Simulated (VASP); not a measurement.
# Ag (Fmmm) in VASP: further runs

The runs below take Ag through single point, with PBEsol.

All numbers are computed with VASP 6.6.1; they aren't measurements. Logs are shortened: lines on timing, memory, paths and dates and some standing lists are left out, and cuts for length are marked.

**1. The cell of the first run**

Symmetry: Fmmm, No. 69, orthorhombic system. Conventional cell: a = 3.311 Å, b = 4.332 Å, c = 5.034 Å, α = 90.00°, β = 90.00°, γ = 90.00°. Within 3.6 Å of Ag (site symmetry mmm) lie 14 Ag at 2.73 to 3.32 Å.

**2. Single point, PBEsol (strain -0.1500 x Voigt [0, 0, 0, 1, 0, 0])**

The input, INCAR:

```
PREC     = Accurate       # precision mode
ENCUT    = 520            # plane-wave cutoff, eV
EDIFF    = 1E-6           # SCF threshold, eV
ISMEAR   = 0              # smearing method
SIGMA    = 0.15           # smearing width, eV
LREAL    = False          # projectors in reciprocal space
LASPH    = True           # aspherical terms in the spheres
NELM     = 80             # most SCF steps
ALGO     = Fast           # electronic algorithm
ISIF     = 2              # what is computed and relaxed
LWAVE    = False          # write WAVECAR
LCHARG   = False          # write CHGCAR
GGA      = PS             # functional
NBANDS   = 12             # bands
```

The input, KPOINTS:

```
Automatic mesh
0
Gamma
  20 20 20
```

The input, POSCAR:

```
Ag
1.0
   -1.6556540000      1.5314799500      1.5314799500
    1.6556540000     -1.7798280500      1.7798280500
    1.6556540000      1.7798280500     -1.7798280500
Ag
1
Direct
    0.0000000000      0.0000000000      0.0000000000
```

Potentials or basis: VASP PAW PBE potentials, release 64 (Ag).

Started as:

```console
cat potpaw_PBE.64/Ag/POTCAR > POTCAR
mpirun -np 1 vasp_std > vasp.out
```

OUTCAR:

```text
PREC = Accurate
   ENCUT = 520
   EDIFF = 1E-6
   ISMEAR = 0
   LREAL = False
   LASPH = True
   NELM = 80
   ISIF = 2
   GGA = PS

 ion  position               nearest neighbor table
   1  0.000  0.000  0.000-

  LATTYP: Found a face centered orthorhombic cell.
 ALAT       =     3.3113080000
 B/A-ratio  =     1.3081475452
 C/A-ratio  =     1.5202795796

  Lattice vectors:

 A1 = (   0.0000000000,  -0.2483481000,   3.3113080000)
 A2 = (   1.6556540000,  -1.7798280500,   1.7798280500)
 A3 = (   1.6556540000,   1.5314799500,   1.5314799500)

Analysis of symmetry for initial positions (statically):
=====================================================================
 Subroutine PRICEL returns:
 Original cell was already a primitive cell.

 Routine SETGRP: Setting up the symmetry group for a
 face centered orthorhombic supercell.

 Subroutine GETGRP returns: Found  8 space group operations
 (whereof  8 operations were pure point group operations)
 out of a pool of  8 trial point group operations.

The static configuration has the point symmetry D_2h.

Analysis of symmetry for dynamics (positions and initial velocities):
=====================================================================
 Subroutine PRICEL returns:
 Original cell was already a primitive cell.

 Routine SETGRP: Setting up the symmetry group for a
 face centered orthorhombic supercell.

 Subroutine GETGRP returns: Found  8 space group operations
 (whereof  8 operations were pure point group operations)
 out of a pool of  8 trial point group operations.

The dynamic configuration has the point symmetry D_2h.

 Subroutine INISYM returns: Found  8 space group operations
 (whereof  8 operations are pure point group operations),
 and found     1 'primitive' translations

----------------------------------------------------------------------------------------

                                     Primitive cell

  volume of cell :      18.0517

  direct lattice vectors                    reciprocal lattice vectors
    -1.655654000  1.531479950  1.531479950     0.000000000  0.326481584  0.326481584
     1.655654000 -1.779828050  1.779828050     0.301995465  0.022777785  0.303703799
     1.655654000  1.779828050 -1.779828050     0.301995465  0.303703799  0.022777785

  length of vectors
     2.726178982  3.012767157  3.012767157     0.461714684  0.428901021  0.428901021

  position of ions in fractional coordinates (direct lattice)
     0.000000000  0.000000000  0.000000000

  ion indices of the primitive-cell ions
   primitive index   ion index
                 1           1

----------------------------------------------------------------------------------------

 KPOINTS: Automatic mesh

Automatic generation of k-mesh.
 Grid dimensions read from file:
 generate k-points for:   20   20   20

 Generating k-lattice:

  Cartesian coordinates                     Fractional coordinates (reciprocal lattice)
     0.000000000  0.016324079  0.016324079     0.050000000  0.000000000  0.000000000
     0.015099773  0.001138889  0.015185190    -0.000000000  0.050000000  0.000000000
     0.015099773  0.015185190  0.001138889    -0.000000000  0.000000000  0.050000000

  Length of vectors
     0.023085734  0.021445051  0.021445051

  Shift w.r.t. Gamma in fractional coordinates (k-lattice)
     0.000000000  0.000000000  0.000000000

 Subroutine IBZKPT returns following result:
 ===========================================

 Found   1166 irreducible k-points:

 Following reciprocal coordinates:
            Coordinates               Weight
  0.000000  0.000000  0.000000      1.000000
  0.050000  0.000000  0.000000      2.000000
  0.100000  0.000000  0.000000      2.000000
  0.150000  0.000000  0.000000      2.000000
  0.200000  0.000000  0.000000      2.000000
  0.250000  0.000000  0.000000      2.000000
[... 16 lines left out ...]
  0.050000  0.100000 -0.000000      8.000000
  0.100000  0.100000 -0.000000      8.000000
 [... further k-points ...]
   k-points           NKPTS =   1166   k-points in BZ     NKDIM =   1166   number of bands    NBANDS=     12
   number of dos      NEDOS =    301   number of ions     NIONS =      1
   total plane-waves  NPLWV =  11520
   dimension x,y,z NGX =    20 NGY =   24 NGZ =   24
   dimension x,y,z NGXF=    40 NGYF=   48 NGZF=   48
   ions per type =               1
   NGX,Y,Z   is equivalent  to a cutoff of  12.20, 13.24, 13.24 a.u.
   NGXF,Y,Z  is equivalent  to a cutoff of  24.39, 26.49, 26.49 a.u.
 SYSTEM =  unknown system
   PREC   = accura    normal or accurate (medium, high low for compatibility)
   ISTART =      0    job   : 0-new  1-cont  2-samecut
   ICHARG =      2    charge: 1-file 2-atom 10-const
   ISPIN  =      1    spin polarized calculation?
   LNONCOLLINEAR =      F non collinear calculations
   LSORBIT =      F    spin-orbit coupling
   LASPH  =      T    aspherical Exc in radial PAW
   ENCUT  =  520.0 eV  38.22 Ry    6.18 a.u.   5.07  5.60  5.60*2*pi/ulx,y,z
   NELM   =     80;   NELMIN=  2; NELMDL= -5     # of ELM steps
   EDIFF  = 0.1E-05   stopping-criterion for ELM
   LREAL  =      F    real-space projection
   EDIFFG = 0.1E-04   stopping-criterion for IOM
   NSW    =      0    number of steps for IOM
   IBRION =     -1    ionic relax: 0-MD 1-quasi-New 2-CG
   NFREE  =      0    steps in history (QN), initial steepest desc. (CG)
   ISIF   =      2    stress and relaxation
   ISYM   =      2    0-nonsym 1-usesym 2-fastsym
   POTIM  = 0.5000    time-step for ionic-motion
   TEBEG  =    0.0;   TEEND  =   0.0 temperature during run
   PSTRESS=    0.0 pullay stress
   NELECT =      11.0000    total number of electrons
   NUPDOWN=      -1.0000    fix difference up-down
   EMIN   =  10.00;   EMAX   =-10.00  energy-range for DOS
   EFERMI =   0.00;   METHOD = LEGACY
   ISMEAR =     0;   SIGMA  =   0.15  broadening in eV -4-tet -1-fermi 0-gaus
   EFERMI_NEDOS =   21; number of points for ismear=-14 and -15
   IALGO  =     68    algorithm
   IMIX   =      4    mixing-type and parameters
     AMIX     =   0.40;   BMIX     =  1.00
     AMIX_MAG =   1.60;   BMIX_MAG =  1.00
  volume/ion in A,a.u.               =      18.05       121.82
  Fermi-wavevector in a.u.,A,eV,Ry     =   1.387925  2.622798 26.209400  1.926337
  Thomas-Fermi vector in A             =   2.512100
   LORBIT       =      0    0 simple, 1 ext, 2 COOP (PROOUT), +10 PAW based schemes
   GGA     = PS    functional components
   LHFCALC =     F    Hartree Fock is set to
   AEXX    =    0.0000 exact exchange contribution
   IVDW    =     0    specifies the selected vdW correction
   LEPSILON=     F    determine dielectric tensor
   LRPA    =     F    only Hartree local field effects (RPA)
 non-spin polarized calculation
 RMM-DIIS sequential band-by-band and
 Gauss-broadening in eV      SIGMA  =   0.15
  energy-cutoff  :      520.00
  volume of cell :       18.05
 maximum number of plane-waves:       502
   NGX = 11   NGY = 11   NGZ = 11

 number of electron      11.0000002 magnetization

 Free energy of the ion-electron system (eV)
  ---------------------------------------------------
  ext. energy  EPLUGINS =         0.00000000
  ---------------------------------------------------
  free energy    TOTEN  =        -3.18420083 eV

  energy without entropy =       -3.18168856  energy(sigma->0) =       -3.18294470

 E-fermi :   7.4994     XC(G=0): -12.0628

 val. band max:        7.4988665447   @ k =   0.3500  -0.2500   0.2500
 cond. band min:       7.5021666475   @ k =  -0.4500   0.3500   0.2000
 fundamental gap:      0.0033001028
 Fermi energy:         7.4993894272

 k-point     1 :       0.0000    0.0000    0.0000
  band No.  band energies     occupation
      1       0.0502      2.00000
      2       2.1487      2.00000
      3       2.6175      2.00000
      4       3.3159      2.00000
      5       4.0521      2.00000
      6       4.1871      2.00000
      7      23.2610      0.00000
      8      25.3485      0.00000
      9      26.1357      0.00000
     10      29.3060      0.00000
     11      29.5838      0.00000
     12      30.5590      0.00000

 k-point     2 :       0.0500    0.0000    0.0000
  band No.  band energies     occupation
      1       0.1468      2.00000
      2       2.2088      2.00000
      3       2.6391      2.00000
      4       3.2884      2.00000
      5       4.0410      2.00000
      6       4.1355      2.00000
      7      23.3785      0.00000
      8      25.3646      0.00000
      9      26.0033      0.00000
     10      28.3470      0.00000
     11      29.7285      0.00000
     12      30.0667      0.00000

 k-point     3 :       0.1000    0.0000    0.0000
  band No.  band energies     occupation
      1       0.4302      2.00000
      2       2.3862      2.00000
      3       2.7030      2.00000
      4       3.2091      2.00000
      5       3.9941      2.00000
      6       4.0099      2.00000
      7      23.6949      0.00000
      8      25.4082      0.00000
      9      25.6351      0.00000
     10      26.9557      0.00000
     11      28.9113      0.00000
     12      30.0435      0.00000
[... 286 lines left out ...]
 k-point    23 :       0.0500    0.1000   -0.0000
  band No.  band energies     occupation
      1       0.6297      2.00000
      2       2.3419      2.00000
      3       2.7954      2.00000
      4       3.2245      2.00000
      5       3.9441      2.00000
      6       4.0639      2.00000
      7      23.3323      0.00000
      8      23.8972      0.00000
      9      25.3527      0.00000
     10      27.4899      0.00000
     11      28.7100      0.00000
     12      29.7572      0.00000

 k-point    24 :       0.1000    0.1000   -0.0000
  band No.  band energies     occupation
      1       1.0469      2.00000
      2       2.4901      2.00000
      3       2.9798      2.00000
      4       3.1541      2.00000
      5       3.7937      2.00000
      6       4.0253      2.00000
      7      22.8151      0.00000
      8      23.9066      0.00000
      9      24.7568      0.00000
     10      26.7601      0.00000
     11      27.4015      0.00000
     12      29.6124      0.00000

 [... further k-points ...]
[... 5 lines left out ...]
  --------------------------------------------------------------------------------------
  -------------------------------------------------------------------------------------
  Total       -0.4528009     -0.5953701     -0.5953701     -0.0000000      0.8308781     -0.0000000
  in kB      -40.1882312    -52.8419289    -52.8419289     -0.0000000     73.7443812     -0.0000000
  external PRESSURE =     -48.6240297 kB  Pullay stress =       0.0000000 kB

 VOLUME and BASIS-vectors are now :
 -----------------------------------------------------------------------------
  energy-cutoff  :      520.00
  volume of cell :       18.05
      direct lattice vectors                 reciprocal lattice vectors
    -1.655654000  1.531479950  1.531479950     0.000000000  0.326481584  0.326481584
     1.655654000 -1.779828050  1.779828050     0.301995465  0.022777785  0.303703799
     1.655654000  1.779828050 -1.779828050     0.301995465  0.303703799  0.022777785

 POSITION                                       TOTAL-FORCE (eV/Angst)
 -----------------------------------------------------------------------------------
      0.00000      0.00000      0.00000         0.000000      0.000000     -0.000000
 -----------------------------------------------------------------------------------
    total drift:                               -0.000000      0.000000     -0.000000

  FREE ENERGIE OF THE ION-ELECTRON SYSTEM (eV)
  ---------------------------------------------------
  free  energy   TOTEN  =        -3.1842008341 eV

  energy  without entropy=       -3.1816885631  energy(sigma->0) =       -3.18294470
```

Run time: 84 s. Hardware: 1 thread of Intel Xeon 6975P-C (Granite Rapids), shared host; peak memory 0.34 GiB.

What came out:

- Free energy: -3.1842 eV
- Pressure: -4.9 GPa

Levels at points of the mesh, in eV from the Fermi level:
```
           k point  band 1  band 2  band 3  band 4  band 5  band 6  band 7  band 8  band 9  band 10
(0.00, 0.00, 0.00)   -7.45   -5.35   -4.88   -4.18   -3.45   -3.31   15.76   17.85   18.64    21.81
(0.50, 0.00, 0.00)   -6.14   -5.21   -3.76   -3.65   -2.22    0.99    5.46   12.31   12.71    18.22
(0.00, 0.50, 0.00)   -6.11   -5.52   -3.51   -3.38   -2.63    0.01    3.88   11.64   15.69    17.98
(0.00, 0.50, 0.50)   -6.24   -5.82   -3.26   -3.10   -2.80   -0.77    2.32   14.00   15.12    20.33
(0.50, 0.50, 0.50)   -6.13   -5.98   -3.26   -2.84   -2.32    6.62    6.62    7.08   12.19    13.06
```

Caveat: the cell differs from its parent crystal (strain -0.1500 x Voigt [0, 0, 0, 1, 0, 0]); the PAW data sets were made with another functional, which shifts forces and pressure a little.

(Continued in part 2 of 2.)
